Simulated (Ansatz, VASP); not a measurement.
# Mg2Sn: VASP beside Ansatz

File POSCAR:

```
Mg2Sn
1.0
    0.0000000000      3.3465420198      3.3465420198
    3.3465420198      0.0000000000      3.3465420198
    3.3465420198      3.3465420198      0.0000000000
Mg Sn
2 1
Direct
    0.2500000000      0.2500000000      0.2500000000
    0.7500000000      0.7500000000      0.7500000000
    0.0000000000      0.0000000000      0.0000000000
```

INCAR.step1

```
SYSTEM = Mg2Sn
PREC = Accurate
ENCUT = 660
ISMEAR = 0
SIGMA = 0.01
LREAL = .FALSE.
LASPH = .TRUE.
NELM = 120
NBANDS = 16
GGA = PE
ALGO = Normal
EDIFF = 1E-5
LWAVE = .TRUE.
LCHARG = .FALSE.
GGA_COMPAT = .FALSE.
```

Contents of INCAR.step2:

```
SYSTEM = Mg2Sn
PREC = Accurate
ENCUT = 660
EDIFF = 1E-6
ISMEAR = 0
SIGMA = 0.01
LREAL = .FALSE.
LASPH = .TRUE.
NELM = 120
ALGO = Normal
ISIF = 2
LWAVE = .FALSE.
LCHARG = .FALSE.
METAGGA = R2SCAN
LMIXTAU = .TRUE.
NBANDS = 16
ISTART = 1
GGA_COMPAT = .FALSE.
```

File KPOINTS:

```
regular mesh
0
G
  10 10 10
  0 0 0
```

Input for Ansatz:

```yaml
crystal:
  lattice:
    - [0.0, 3.3465420198, 3.3465420198]
    - [3.3465420198, 0.0, 3.3465420198]
    - [3.3465420198, 3.3465420198, 0.0]
  atoms:
    - { symbol: Mg, position: [0.25, 0.25, 0.25] }
    - { symbol: Mg, position: [0.75, 0.75, 0.75] }
    - { symbol: Sn, position: [0.0, 0.0, 0.0] }
basis:
  ecutwfc: 500
kpoints:
  mp_grid: { grid: [10, 10, 10] }
hamiltonian:
  xc: r2scan
scf:
  occupations: { method: gaussian, width: 0.01 }
output:
  forces: true
  stress: true
  eigenvalues: true
```

Alike in both runs: task single point; functional r2SCAN; k mesh 10 × 10 × 10; occupations gaussian, width 0.01 eV; no spin polarisation.

|  | VASP | Ansatz |
| --- | --- | --- |
| version | VASP 6.6.1 | Ansatz 0.2.0 |
| potentials or method | VASP PAW PBE potentials, release 64 (Mg, Sn_d), cutoff 660 eV | scalar-relativistic, plane waves, PAW |
| valence electrons in the cell | 18 | 34 |

VASP gave:

```
gap on the k mesh at the Fermi level (eV) : 0.23
least direct gap on the mesh (eV)         : 2.14
pressure (GPa)                            : 1.3
```

**Question.** Which values does Ansatz return?

**Answer.** gap on the k mesh at the Fermi level (eV): 0.25; least direct gap on the mesh (eV): 2.15; pressure (GPa): 1.5.

VASP's potentials were made for PBE, not for r2SCAN. With one functional, cell and mesh, what is left measures potentials, basis and numerics. VASP's potentials hold 18 valence electrons a cell and Ansatz's 34, so a difference there can come from the potentials and not from the codes.
